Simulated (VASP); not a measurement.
Set up this calculation in VASP 6.6.1, as the native input.

- Task: single point
- Functional: PBEsol
- Potentials or basis: VASP PAW PBE potentials, release 64 (Cr_pv)
- Cutoff: 520 eV
- k mesh: 14 × 14 × 14
- Occupations: gaussian, width 0.1 eV
- Spin: no spin polarisation
- Dipole correction: no
- Further INCAR settings: ALGO = Normal; EDIFF = 1e-06; NBANDS = 19

The structure of Cr lies in POSCAR:

```
Cr
1.0
    2.8705745011      0.0000000000      0.0000000000
    0.0000000000      2.8705745011      0.0000000000
    0.0000000000      0.0000000000      2.7836634278
Cr
2
Direct
    0.0000000000      0.0000000000      0.0000000000
    0.5000000000      0.5000000000      0.5000000000
```

This cell differs from its parent crystal: biaxial strain in the a-b plane: +2.0 %, then relaxed in part.

These files were run (other wordings do the same):

INCAR

```
SYSTEM = Cr
ALGO = Normal
EDIFF = 1E-6
ENCUT = 520
GGA = PS
ISIF = 2
ISMEAR = 0
LASPH = .True.
LCHARG = .True.
LELF = .True.
LREAL = .False.
LVHAR = .True.
LWAVE = .False.
NBANDS = 19
NELM = 80
PREC = Accurate
SIGMA = 0.1
```

KPOINTS

```
k-points
0
Gamma
  14 14 14
  0 0 0
```

Potentials or basis: VASP PAW PBE potentials, release 64 (Cr_pv).

Command:

```bash
$ cat potpaw_PBE.64/Cr_pv/POTCAR > POTCAR
$ mpirun -np 1 vasp_std > vasp.out
```

Results of the run:

* Pressure: -8.0 GPa
* Band gap on the k mesh: zero (band 12 reaches 12.09 eV, above the bottom of band 13 at 10.42 eV)

Caveat: the cell differs from its parent crystal (biaxial strain in the a-b plane: +2.0 %, then relaxed in part); the PAW data sets were made with another functional, which shifts forces and pressure a little; the run has no spin polarisation, though such a crystal can be magnetic.

Wall time 32 s on 1 thread of Intel(R) Xeon(R) 6975P-C (Granite Rapids), on a shared host, peak memory 0.21 GiB.
